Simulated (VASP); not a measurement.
Cu: single point with PBEsol

Cu:

```
Cu
1.0
    -1.40324    1.40324    1.33836
     1.40324   -1.40324    1.33836
     1.40324    1.40324   -1.33836
Cu
1
Direct
  0.00000 0.00000 0.00000
```

| Item | Value |
| --- | --- |
| Program | VASP 6.6.1 |
| Task | single point |
| Functional | PBEsol |
| Potentials or basis | VASP PAW PBE potentials, release 64 (Cu) |
| Cutoff | 520 eV |
| k mesh | 14 × 14 × 14 |
| Occupations | gaussian, width 0.1 eV |
| Spin | no spin polarisation |

```json
{"Pressure": "15.6 GPa"}
```

Stress tensor (GPa, compression positive):
```
15.71  0.00  0.00
 0.00 15.71  0.00
 0.00  0.00 15.38
```

Levels at points of the mesh, in eV from the Fermi level:
```csv
k point,band 3,band 4,band 5,band 6,band 7,band 8,band 9,band 10
"(0.00, 0.00, 0.00)",-3.45,-3.45,-2.46,-2.22,25.64,25.64,26.92,30.22
"(0.50, 0.00, 0.00)",-2.35,-2.10,-1.45,-0.82,5.14,17.98,18.45,22.35
"(0.50, 0.50, 0.00)",-2.54,-2.25,-1.48,-1.22,4.59,19.25,19.98,23.56
"(0.50, 0.50, 0.50)",-1.68,-1.68,-1.62,8.01,8.01,9.96,13.95,14.71
```

Run time: 69 s on 1 thread of AMD EPYC 7R13, on a shared host, peak memory 0.11 GiB.

Caveat: the PAW data sets were made with another functional, which shifts forces and pressure a little.
